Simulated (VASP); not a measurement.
A run of VASP 6.6.1:

INCAR

```
SYSTEM = Mo
PREC = Accurate
ENCUT = 500
EDIFF = 1E-6
ISMEAR = -1
SIGMA = 0.1
LREAL = .FALSE.
LASPH = .TRUE.
NELM = 120
ALGO = Normal
ISIF = 2
LWAVE = .FALSE.
LCHARG = .FALSE.
GGA = PE
NBANDS = 13
GGA_COMPAT = .FALSE.
```

File KPOINTS:

```
Automatic mesh
0
G
  9 9 9
  0 0 0
```

POSCAR

```
Mo
1.0
    2.7252350213     -0.0000000151     -0.0000000261
   -0.9084116596      2.5693762236     -0.0000000261
   -0.9084116596     -1.2846880741      2.2251451033
Mo
1
Direct
    0.0000000000      0.0000000000      0.0000000000
```

Potentials or basis: VASP PAW PBE potentials, release 64 (Mo_sv).

Launch:

```bash
$ cat potpaw_PBE.64/Mo_sv/POTCAR > POTCAR
$ mpirun -np 1 vasp_std > vasp.out
```

Hardware: 1 thread of Intel(R) Xeon(R) Platinum 8488C (Sapphire Rapids) (shared host).

Question: How long does it take, and how much memory?

Answer: Wall time 6.6 s on 1 thread of Intel(R) Xeon(R) Platinum 8488C (Sapphire Rapids) (shared host), peak memory 0.12 GiB. Counts: scf iterations 11, k points 35.
